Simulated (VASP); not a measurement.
# NbH2 in VASP: further runs

The runs below take NbH2 through single point, relaxation of the atoms, with PBE.

Program: VASP 6.6.1. These are calculated values, not measurements. Logs are shortened: lines on timing, memory, paths and dates and some standing lists are left out, and cuts for length are marked.

### Step 1. The cell of the first run

The cell holds a sheet with vacuum, 3 atoms: a = 2.733 Å, b = 2.733 Å, c = 26.081 Å, α = 90.00°, β = 90.00°, γ = 90.00°.

### Step 2. Single point, PBE

INCAR

```
PREC = Accurate
ENCUT = 520
EDIFF = 1E-6
ISMEAR = -1
SIGMA = 0.05
LREAL = False
LASPH = True
NELM = 100
ALGO = Normal
ISIF = 2
LWAVE = False
LCHARG = False
GGA = PE
NBANDS = 14
```

KPOINTS

```
Automatic mesh
0
Gamma
  10 10 1
```

POSCAR

```
NbH2
1.0
    2.7331800000      0.0000000000      0.0000000000
    0.0000000000      2.7331800000      0.0000000000
    0.0000000000      0.0000000000     26.0815000000
Nb H
1 2
Direct
    0.5000000000      0.5000000000      0.3328000000
    0.0000000000      0.5000000000      0.2827600000
    0.5000000000      0.0000000000      0.2827600000
```

Potentials or basis: VASP PAW PBE potentials, release 64 (Nb_sv, H).

On the command line:

```bash
> cat potpaw_PBE.64/Nb_sv/POTCAR potpaw_PBE.64/H/POTCAR > POTCAR
> mpirun -np 1 vasp_std > vasp.out
```

OUTCAR:

```text
PREC = Accurate
   ENCUT = 520
   EDIFF = 1E-6
   ISMEAR = -1
   LREAL = False
   LASPH = True
   NELM = 100
   ISIF = 2
   GGA = PE

 ion  position               nearest neighbor table
   1  0.500  0.500  0.333-   2 1.89   3 1.89   3 1.89   2 1.89
   2  0.000  0.500  0.283-   1 1.89   1 1.89
   3  0.500  0.000  0.283-   1 1.89   1 1.89

  LATTYP: Found a simple tetragonal cell.
 ALAT       =     2.7331800000
 C/A-ratio  =     9.5425475088

  Lattice vectors:

 A1 = (   2.7331800000,   0.0000000000,   0.0000000000)
 A2 = (   0.0000000000,   2.7331800000,   0.0000000000)
 A3 = (   0.0000000000,   0.0000000000,  26.0815000000)

Analysis of symmetry for initial positions (statically):
=====================================================================
 Subroutine PRICEL returns:
 Original cell was already a primitive cell.

 Routine SETGRP: Setting up the symmetry group for a
 simple tetragonal supercell.

 Subroutine GETGRP returns: Found  8 space group operations
 (whereof  8 operations were pure point group operations)
 out of a pool of 16 trial point group operations.

The static configuration has the point symmetry C_4v.

Analysis of symmetry for dynamics (positions and initial velocities):
=====================================================================
 Subroutine PRICEL returns:
 Original cell was already a primitive cell.

 Routine SETGRP: Setting up the symmetry group for a
 simple tetragonal supercell.

 Subroutine GETGRP returns: Found  8 space group operations
 (whereof  8 operations were pure point group operations)
 out of a pool of 16 trial point group operations.

The dynamic configuration has the point symmetry C_4v.

 Subroutine INISYM returns: Found  8 space group operations
 (whereof  8 operations are pure point group operations),
 and found     1 'primitive' translations

----------------------------------------------------------------------------------------

                                     Primitive cell

  volume of cell :     194.8359

  direct lattice vectors                    reciprocal lattice vectors
     2.733180000  0.000000000  0.000000000     0.365874183  0.000000000  0.000000000
     0.000000000  2.733180000  0.000000000     0.000000000  0.365874183  0.000000000
     0.000000000  0.000000000 26.081500000     0.000000000  0.000000000  0.038341353

  length of vectors
     2.733180000  2.733180000 26.081500000     0.365874183  0.365874183  0.038341353

  position of ions in fractional coordinates (direct lattice)
     0.500000000  0.500000000  0.332800000
     0.000000000  0.500000000  0.282760000
     0.500000000  0.000000000  0.282760000

  ion indices of the primitive-cell ions
   primitive index   ion index
                 1           1
                 2           2
                 3           3

----------------------------------------------------------------------------------------

 KPOINTS: Automatic mesh

Automatic generation of k-mesh.
 Grid dimensions read from file:
 generate k-points for:   10   10    1

 Generating k-lattice:

  Cartesian coordinates                     Fractional coordinates (reciprocal lattice)
     0.036587418  0.000000000  0.000000000     0.100000000  0.000000000  0.000000000
     0.000000000  0.036587418  0.000000000     0.000000000  0.100000000  0.000000000
     0.000000000  0.000000000  0.038341353     0.000000000  0.000000000  1.000000000

  Length of vectors
     0.036587418  0.036587418  0.038341353

  Shift w.r.t. Gamma in fractional coordinates (k-lattice)
     0.000000000  0.000000000  0.000000000

 Subroutine IBZKPT returns following result:
 ===========================================

 Found     21 irreducible k-points:

 Following reciprocal coordinates:
            Coordinates               Weight
  0.000000  0.000000  0.000000      1.000000
  0.100000  0.000000  0.000000      4.000000
  0.200000  0.000000  0.000000      4.000000
  0.300000  0.000000  0.000000      4.000000
  0.400000  0.000000  0.000000      4.000000
  0.500000  0.000000  0.000000      2.000000
[... 13 lines left out ...]
  0.500000  0.400000  0.000000      4.000000
  0.500000  0.500000  0.000000      1.000000
   k-points           NKPTS =     21   k-points in BZ     NKDIM =     21   number of bands    NBANDS=     14
   number of dos      NEDOS =    301   number of ions     NIONS =      3
   total plane-waves  NPLWV =  78400
   dimension x,y,z NGX =    20 NGY =   20 NGZ =  196
   dimension x,y,z NGXF=    40 NGYF=   40 NGZF=  392
   ions per type =               1   2
   NGX,Y,Z   is equivalent  to a cutoff of  12.17, 12.17, 12.49 a.u.
   NGXF,Y,Z  is equivalent  to a cutoff of  24.33, 24.33, 24.99 a.u.
 SYSTEM =  unknown system
   PREC   = accura    normal or accurate (medium, high low for compatibility)
   ISTART =      0    job   : 0-new  1-cont  2-samecut
   ICHARG =      2    charge: 1-file 2-atom 10-const
   ISPIN  =      1    spin polarized calculation?
   LNONCOLLINEAR =      F non collinear calculations
   LSORBIT =      F    spin-orbit coupling
   LASPH  =      T    aspherical Exc in radial PAW
   ENCUT  =  520.0 eV  38.22 Ry    6.18 a.u.   5.08  5.08 48.49*2*pi/ulx,y,z
   NELM   =    100;   NELMIN=  2; NELMDL= -5     # of ELM steps
   EDIFF  = 0.1E-05   stopping-criterion for ELM
   LREAL  =      F    real-space projection
[... 7 lines left out ...]
   TEBEG  =    0.0;   TEEND  =   0.0 temperature during run
   PSTRESS=    0.0 pullay stress
   NELECT =      15.0000    total number of electrons
   NUPDOWN=      -1.0000    fix difference up-down
   EMIN   =  10.00;   EMAX   =-10.00  energy-range for DOS
   EFERMI =   0.00;   METHOD = LEGACY
   ISMEAR =    -1;   SIGMA  =   0.05  broadening in eV -4-tet -1-fermi 0-gaus
   EFERMI_NEDOS =   21; number of points for ismear=-14 and -15
   IALGO  =     38    algorithm
   IMIX   =      4    mixing-type and parameters
     AMIX     =   0.40;   BMIX     =  1.00
     AMIX_MAG =   1.60;   BMIX_MAG =  1.00
  volume/ion in A,a.u.               =      64.95       438.27
  Fermi-wavevector in a.u.,A,eV,Ry     =   0.696438  1.316076  6.599171  0.485025
  Thomas-Fermi vector in A             =   1.779488
   LORBIT       =      0    0 simple, 1 ext, 2 COOP (PROOUT), +10 PAW based schemes
   GGA     = PE    functional components
   LHFCALC =     F    Hartree Fock is set to
   AEXX    =    0.0000 exact exchange contribution
   IVDW    =     0    specifies the selected vdW correction
   LEPSILON=     F    determine dielectric tensor
   LRPA    =     F    only Hartree local field effects (RPA)
 non-spin polarized calculation
  energy-cutoff  :      520.00
  volume of cell :      194.84
 maximum number of plane-waves:      5288
   NGX = 11   NGY = 11   NGZ = 97

 number of electron      14.9999995 magnetization

 Free energy of the ion-electron system (eV)
  ---------------------------------------------------
  ext. energy  EPLUGINS =         0.00000000
  ---------------------------------------------------
  free energy    TOTEN  =       -15.30029290 eV

  energy without entropy =      -15.28551876  energy(sigma->0) =      -15.29290583

 E-fermi :  -3.3744     XC(G=0):  -2.1709

 val. band max:       -3.3943221946   @ k =   0.4000   0.1000   0.0000
 cond. band min:      -3.1650807256   @ k =   0.4000   0.2000   0.0000
 fundamental gap:      0.2292414690
 Fermi energy:        -3.3743762655

 k-point     1 :       0.0000    0.0000    0.0000
  band No.  band energies     occupation
      1     -58.2879      2.00000
      2     -34.4295      2.00000
      3     -33.6215      2.00000
      4     -33.6215      2.00000
      5     -10.7870      2.00000
      6      -6.9576      2.00000
      7      -6.0942      2.00000
      8      -3.6242      1.98657
      9      -0.5801      0.00000
     10      -0.5801      0.00000
     11       1.2329      0.00000
     12       1.4857      0.00000
     13       1.5064      0.00000
     14       1.8775      0.00000

 k-point     2 :       0.1000    0.0000    0.0000
  band No.  band energies     occupation
      1     -58.2714      2.00000
      2     -34.4116      2.00000
      3     -33.7628      2.00000
      4     -33.6098      2.00000
      5     -10.5975      2.00000
      6      -6.7884      2.00000
      7      -5.8405      2.00000
      8      -3.6773      1.99533
      9      -1.1291      0.00000
     10      -0.5297      0.00000
     11       1.1159      0.00000
     12       1.4181      0.00000
     13       1.7056      0.00000
     14       2.0767      0.00000

 k-point     3 :       0.2000    0.0000    0.0000
  band No.  band energies     occupation
      1     -58.2279      2.00000
      2     -34.3650      2.00000
      3     -34.1211      2.00000
      4     -33.5790      2.00000
      5     -10.1025      2.00000
      6      -6.6065      2.00000
      7      -4.9399      2.00000
      8      -3.9961      1.99999
      9      -1.5080      0.00000
     10      -0.3955      0.00000
     11       0.2378      0.00000
     12       1.9359      0.00000
     13       2.1946      0.00000
     14       2.6721      0.00000

 k-point     4 :       0.3000    0.0000    0.0000
  band No.  band energies     occupation
      1     -58.1736      2.00000
      2     -34.5481      2.00000
      3     -34.3025      2.00000
      4     -33.5407      2.00000
      5      -9.4490      2.00000
      6      -6.7695      2.00000
      7      -4.3314      2.00000
      8      -3.6874      1.99618
      9      -1.1029      0.00000
     10      -0.6705      0.00000
     11      -0.2130      0.00000
     12       2.3931      0.00000
     13       2.9626      0.00000
     14       3.6310      0.00000

 k-point     5 :       0.4000    0.0000    0.0000
  band No.  band energies     occupation
      1     -58.1290      2.00000
      2     -34.8758      2.00000
      3     -34.2548      2.00000
      4     -33.5094      2.00000
      5      -8.7961      2.00000
      6      -7.2226      2.00000
      7      -4.3001      2.00000
      8      -2.9033      0.00016
      9      -1.2980      0.00000
     10      -0.4354      0.00000
     11      -0.0675      0.00000
[... 225 lines left out ...]
 k-point    19 :       0.4000    0.4000    0.0000
  band No.  band energies     occupation
      1     -57.9751      2.00000
      2     -34.7133      2.00000
      3     -34.7013      2.00000
      4     -34.0931      2.00000
      5      -7.5326      2.00000
      6      -6.8056      2.00000
      7      -6.2814      2.00000
      8      -2.1032      0.00000
      9      -0.4769      0.00000
     10      -0.1356      0.00000
     11       2.9843      0.00000
     12       4.3021      0.00000
     13       5.7022      0.00000
     14       7.0819      0.00000

 k-point    20 :       0.5000    0.4000    0.0000
  band No.  band energies     occupation
      1     -57.9585      2.00000
      2     -34.8248      2.00000
      3     -34.6892      2.00000
      4     -34.0758      2.00000
      5      -7.3205      2.00000
      6      -6.9724      2.00000
      7      -6.5701      2.00000
      8      -1.7668      0.00000
      9      -0.1826      0.00000
     10      -0.0178      0.00000
     11       3.1608      0.00000
     12       4.8923      0.00000
     13       5.7547      0.00000
     14       7.4768      0.00000

 k-point    21 :       0.5000    0.5000    0.0000
  band No.  band energies     occupation
      1     -57.9420      2.00000
      2     -34.8061      2.00000
      3     -34.8061      2.00000
      4     -34.0588      2.00000
      5      -7.0818      2.00000
      6      -7.0818      2.00000
      7      -6.9353      2.00000
      8      -1.4369      0.00000
      9       0.1619      0.00000
     10       0.1619      0.00000
     11       3.4741      0.00000
     12       4.6325      0.00000
     13       6.4599      0.00000
     14       7.8869      0.00000

------------------------ aborting loop because EDIFF is reached ----------------------------------------

  FORCE on cell =-STRESS in cart. coord.  units (eV):
  Direction    XX          YY          ZZ          XY          YZ          ZX
  --------------------------------------------------------------------------------------
  -------------------------------------------------------------------------------------
  Total        0.0424166      0.0424166     -0.0525436      0.0000000      0.0000000      0.0000000
  in kB        0.3488009      0.3488009     -0.4320773      0.0000000      0.0000000      0.0000000
  external PRESSURE =       0.0885082 kB  Pullay stress =       0.0000000 kB

 VOLUME and BASIS-vectors are now :
 -----------------------------------------------------------------------------
  energy-cutoff  :      520.00
  volume of cell :      194.84
      direct lattice vectors                 reciprocal lattice vectors
     2.733180000  0.000000000  0.000000000     0.365874183  0.000000000  0.000000000
     0.000000000  2.733180000  0.000000000     0.000000000  0.365874183  0.000000000
     0.000000000  0.000000000 26.081500000     0.000000000  0.000000000  0.038341353

 POSITION                                       TOTAL-FORCE (eV/Angst)
 -----------------------------------------------------------------------------------
      1.36659      1.36659      8.67992         0.000000      0.000000     -0.012305
      0.00000      1.36659      7.37480        -0.000000      0.000000      0.006152
      1.36659      0.00000      7.37480         0.000000      0.000000      0.006152
 -----------------------------------------------------------------------------------
    total drift:                                0.000000      0.000000     -0.000199

  FREE ENERGIE OF THE ION-ELECTRON SYSTEM (eV)
  ---------------------------------------------------
  free  energy   TOTEN  =       -15.3002928998 eV

  energy  without entropy=      -15.2855187555  energy(sigma->0) =      -15.29290583
```

Run time: 66 s. Hardware: 1 thread of Intel Xeon Platinum 8375C at 2.90GHz (Ice Lake), shared host; peak memory 0.28 GiB.

Results:

| Item | Value |
| --- | --- |
| Free energy | -15.3003 eV |
| Largest force | 0.012 eV/Å |
| Band gap on the k mesh | zero (an odd number of electrons rules out a gap without spin polarisation) |

Forces in eV/Å, atoms in the order of the input:
```
Nb   0.000  0.000 -0.012
H    0.000  0.000  0.006
H    0.000  0.000  0.006
```

Levels at points of the mesh, in eV from the Fermi level:
```tsv
k point	band 6	band 7	band 8	band 9	band 10	band 11
(0.00, 0.00, 0.00)	-3.58	-2.72	-0.25	2.79	2.79	4.61
(0.50, 0.00, 0.00)	-4.15	-0.84	0.63	1.85	3.24	3.36
(0.50, 0.50, 0.00)	-3.71	-3.56	1.94	3.54	3.54	6.85
```

(Continued in part 2 of 2.)
